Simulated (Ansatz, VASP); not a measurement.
**One calculation of GaGe, two programs**

The input INCAR:

```
ALGO = Normal
EDIFF = 1E-6
ENCUT = 520
GGA = CA
ISIF = 2
ISMEAR = 0
LASPH = True
LCHARG = False
LREAL = False
LWAVE = False
NBANDS = 20
NELM = 60
PREC = Accurate
SIGMA = 0.15
```

KPOINTS

```
k-points
0
Gamma
  14 14 14
```

The input POSCAR:

```
GaGe
1.0
    0.0000000000      2.8978440000      2.8978440000
    2.5718365500      0.0000000000      2.8978440000
    2.5718365500      2.8978440000      0.0000000000
Ga Ge
1 1
Direct
    0.7500000000      0.7500000000      0.7500000000
    0.0000000000      0.0000000000      0.0000000000
```

Input for Ansatz:

```yaml
crystal:
  lattice:
    - [0.0, 2.897844, 2.897844]
    - [2.57183655, 0.0, 2.897844]
    - [2.57183655, 2.897844, 0.0]
  atoms:
    - { symbol: Ga, position: [0.75, 0.75, 0.75] }
    - { symbol: Ge, position: [0.0, 0.0, 0.0] }
basis:
  ecutwfc: 420
kpoints:
  mp_grid: { grid: [14, 14, 14] }
hamiltonian:
  xc: lda
scf:
  occupations: { method: gaussian, width: 0.15 }
output:
  forces: true
  stress: true
  eigenvalues: true
```

Change from the starting cell: strain -0.1125 x Voigt [1, 0, 0, 0, 0, 0], atoms carried along.

Alike in both runs: task single point; functional LDA; k mesh 14 × 14 × 14; occupations gaussian, width 0.15 eV; no spin polarisation.

|  | VASP | Ansatz |
| --- | --- | --- |
| version | VASP 6.6.1 | Ansatz 0.2.0 |
| potentials or method | VASP PAW LDA potentials, release 64 (Ga_d, Ge_d), cutoff 520 eV | scalar-relativistic, plane waves, PAW |
| valence electrons in the cell | 27 | 27 |

|  | VASP | Ansatz | Ansatz less VASP |
| --- | --- | --- | --- |
| gap on the k mesh at the Fermi level (eV) | none | none | - |
| pressure (GPa) | 2.0 | 1.9 | -0.20 |
| traceless stress, the component that is largest in VASP (GPa) | 0.36 | 0.39 | +0.029 |

LDA's correlation is that of Perdew and Zunger in VASP and of Perdew and Wang (1992) in Ansatz. A gap of «none» marks a metal or a gap that the smearing closes.
